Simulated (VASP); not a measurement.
A run of VASP 6.6.1:

File POSCAR:

```
Sb
1.0
    3.3545324186      0.0000000000      0.0000000000
   -1.6772662093      2.9051102923      0.0000000000
    0.0000000000      0.0000000000      5.4701606500
Sb
2
Direct
    0.6666666667      0.3333333333      0.7500000000
    0.3333333333      0.6666666667      0.2500000000
```

INCAR.step1

```
ALGO = Normal
EDIFF = 1E-5
ENCUT = 520
GGA = PE
ISIF = 2
ISMEAR = -1
LASPH = True
LREAL = False
LWAVE = True
NBANDS = 12
NELM = 80
PREC = Accurate
SIGMA = 0.05
```

Contents of INCAR.step2:

```
AEXX = 0.25
ALGO = Normal
EDIFF = 1E-6
ENCUT = 520
GGA = PE
ISIF = 2
ISMEAR = -1
ISTART = 1
LASPH = True
LCHARG = True
LELF = True
LHFCALC = True
LREAL = False
LVHAR = True
LWAVE = False
NBANDS = 12
NELM = 80
PREC = Accurate
PRECFOCK = Normal
SIGMA = 0.05
```

KPOINTS

```
k-points
0
Gamma
  6 6 4
```

Potentials or basis: VASP PAW PBE potentials, release 64 (Sb).

Run with:

```sh
$ cat potpaw_PBE.64/Sb/POTCAR > POTCAR
$ cp INCAR.step1 INCAR
$ mpirun -np 1 vasp_std > vasp.out
$ cp INCAR.step2 INCAR
$ mpirun -np 1 vasp_std > vasp.out
```

Hardware: 1 thread of AMD EPYC 9R14 (Zen 4), with other jobs on the host.

Task: How long does it take, and how much memory?

Result: Run time: 19 min on 1 thread of AMD EPYC 9R14 (Zen 4), on a shared host, peak memory 0.16 GiB. Counts: k points 21.
